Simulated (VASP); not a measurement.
Here is a VASP 6.6.1 calculation.

The input INCAR:

```
PREC = Accurate
ENCUT = 520
EDIFF = 1E-6
ISMEAR = 0
SIGMA = 0.1
LREAL = F
LASPH = T
NELM = 80
ALGO = Normal
ISIF = 2
LWAVE = F
LCHARG = F
GGA = PE
NBANDS = 35
```

File KPOINTS:

```
Automatic mesh
0
Gamma
  4 4 4
```

Contents of POSCAR:

```
ScGa2AsP2
1.0
    4.9377052702      0.0000000000      0.0000000000
    0.0000000000      4.9377052702      0.0000000000
    0.0000000000      0.0000000000      5.1693183251
Sc Ga P As
1 2 2 1
Direct
    0.0000000000      0.0000000000      0.5000000000
    0.0000000000      0.5000000000      0.0000000000
    0.5000000000      0.0000000000      0.0000000000
    0.5000000000      0.5000000000      0.2887549347
    0.5000000000      0.5000000000      0.7112450653
    0.0000000000      0.0000000000      0.0000000000
```

Potentials or basis: VASP PAW PBE potentials, release 64 (Sc_sv, Ga_d, P, As).

The run is started by

```console
$ cat potpaw_PBE.64/Sc_sv/POTCAR potpaw_PBE.64/Ga_d/POTCAR potpaw_PBE.64/P/POTCAR potpaw_PBE.64/As/POTCAR > POTCAR
$ mpirun -np 1 vasp_std > vasp.out
```

Problem. Predict the pressure.

Solution. 0.1 GPa.

Problem. Predict the band gap on the k mesh.

Solution. Zero (bands 26 and 27 overlap by 1.76 eV).

Forces on the atoms (eV/Å):
```
Sc   0.000  0.000  0.000
Ga   0.000  0.000  0.000
Ga   0.000  0.000  0.000
P    0.000  0.000  0.047
P    0.000  0.000 -0.047
As   0.000  0.000  0.000
```
